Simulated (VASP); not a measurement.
Sn2Bi2S, 5 atoms in the cell. It takes space group P-3m1 (No. 164, trigonal). Conventional cell: a = 4.316 Å, b = 4.316 Å, c = 9.111 Å, α = 90.00°, β = 90.00°, γ = 120.00°. Within 4.1 Å of Sn (site symmetry 3m) lie 3 Sn at 3.08 Å and 4 Bi at 3.16 to 3.76 Å. Within 4.0 Å of Bi (site symmetry 3m) lie 3 S at 3.02 Å and 4 Sn at 3.16 to 3.76 Å. S (site symmetry -3m) has 6 Bi at 3.02 Å within 4.0 Å. The cell was generated, and may not be a known phase.

```yaml
Program: VASP 6.6.1
Task: single point
Functional: PBE
Potentials_or_basis: VASP PAW PBE potentials, release 64 (Sn_d, Bi_d, S)
Cutoff: 520 eV
k_mesh: 6 × 6 × 2
Occupations: gaussian, width 0.1 eV
Spin: no spin polarisation
Dipole_correction: no
Further_INCAR_settings: ALGO = Normal; EDIFF = 1e-07; NBANDS = 40
```

Potentials or basis: VASP PAW PBE potentials, release 64 (Sn_d, Bi_d, S).

Launch:

```console
$ cat potpaw_PBE.64/Sn_d/POTCAR potpaw_PBE.64/Bi_d/POTCAR potpaw_PBE.64/S/POTCAR > POTCAR
$ mpirun -np 1 vasp_std > vasp.out
```

Hardware: 1 thread of AMD EPYC 9R45 96-Core Processor (Zen 5), with other jobs on the host.

Q: How long does it take, and how much memory?

A: It took 39 s on 1 thread of AMD EPYC 9R45 96-Core Processor (Zen 5) (shared host), peak memory 0.26 GiB. Counts: scf iterations 15, k points 14.
